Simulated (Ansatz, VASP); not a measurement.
Two plane-wave programs on TiB2

The input INCAR:

```
  ALGO = Normal
  EDIFF = 1E-6
  ENCUT = 500
  GGA = PE
  GGA_COMPAT = False
  ISIF = 2
  ISMEAR = 0
  LASPH = True
  LCHARG = False
  LREAL = False
  LWAVE = False
  NBANDS = 16
  NELM = 120
  PREC = Accurate
  SIGMA = 0.1
```

File KPOINTS:

```
k-points
0
Gamma
  6 6 6
```

File POSCAR:

```
TiB2
1.0
    3.0292000700      0.0000000000      0.0000000000
   -1.5146000400      2.6233642200      0.0000000000
    0.0000000000      0.0000000000      3.2283999900
Ti B
1 2
Direct
    0.0000000000      0.0000000000      0.0000000000
    0.3333333300      0.6666666700      0.5000000000
    0.6666666700      0.3333333300      0.5000000000
```

Input for Ansatz:

```yaml
crystal:
  lattice:
    - [3.02920007, 0.0, 0.0]
    - [-1.51460004, 2.62336422, 0.0]
    - [0.0, 0.0, 3.22839999]
  atoms:
    - { symbol: Ti, position: [0.0, 0.0, 0.0] }
    - { symbol: B, position: [0.33333333, 0.66666667, 0.5] }
    - { symbol: B, position: [0.66666667, 0.33333333, 0.5] }
basis:
  ecutwfc: 420
kpoints:
  mp_grid: { grid: [6, 6, 6] }
hamiltonian:
  xc: pbe
scf:
  occupations: { method: gaussian, width: 0.1 }
  lower_state_search: "off"
output:
  forces: true
  stress: true
  eigenvalues: true
```

Alike in both runs: task single point; functional PBE; k mesh 6 × 6 × 6; occupations gaussian, width 0.1 eV; no spin polarisation.

```csv
,VASP,Ansatz
version,VASP 6.6.1,Ansatz 0.2.0
potentials or method,"VASP PAW PBE potentials, release 64 (Ti_sv, B), cutoff 500 eV","scalar-relativistic, plane waves, PAW"
valence electrons in the cell,18,18
```

|  | VASP | Ansatz | Ansatz less VASP |
| --- | --- | --- | --- |
| gap on the k mesh at the Fermi level (eV) | none | none | - |
| pressure (GPa) | 0.7 | 0.5 | -0.20 |
| traceless stress, the component that is largest in VASP (GPa) | -1.72 | -1.74 | -0.020 |

A gap of «none» marks a metal or a gap that the smearing closes.

The k mesh is coarse, so the values compare programs but aren't converged.
